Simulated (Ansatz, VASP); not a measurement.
One calculation of BaO, two programs

```
Ba O
1.0
     0.00000    2.74506    2.74506
     2.74506    0.00000    2.74506
     2.74506    2.74506    0.00000
Ba O
1 1
Direct
  0.00000 0.00000 0.00000
  0.50000 0.50000 0.50000
```

Alike in both runs: functional PBEsol; k mesh 8 × 8 × 8; occupations gaussian, width 0.02 eV; no spin polarisation.

Ansatz relaxed the structure, and its values are those at the end. VASP's run is a single point on that final structure, the one shown.

|  | VASP | Ansatz |
| --- | --- | --- |
| version | VASP 6.6.1 | Ansatz 0.2.0 |
| potentials or method | VASP PAW PBE potentials, release 64 (Ba_sv, O), cutoff 600 eV | scalar-relativistic, plane waves, PAW |
| valence electrons in the cell | 16 | 16 |

|  | VASP | Ansatz | Ansatz less VASP |
| --- | --- | --- | --- |
| gap on the k mesh at the Fermi level (eV) | 1.77 | 1.84 | +0.071 |
| least direct gap on the mesh (eV) | 1.77 | 1.84 | +0.071 |
| pressure (GPa) | 1.8 | 0.0 | -1.83 |

VASP's potentials were made for PBE, not for PBEsol, and Ansatz warns of the same on its side.

Spin-orbit coupling is off throughout.
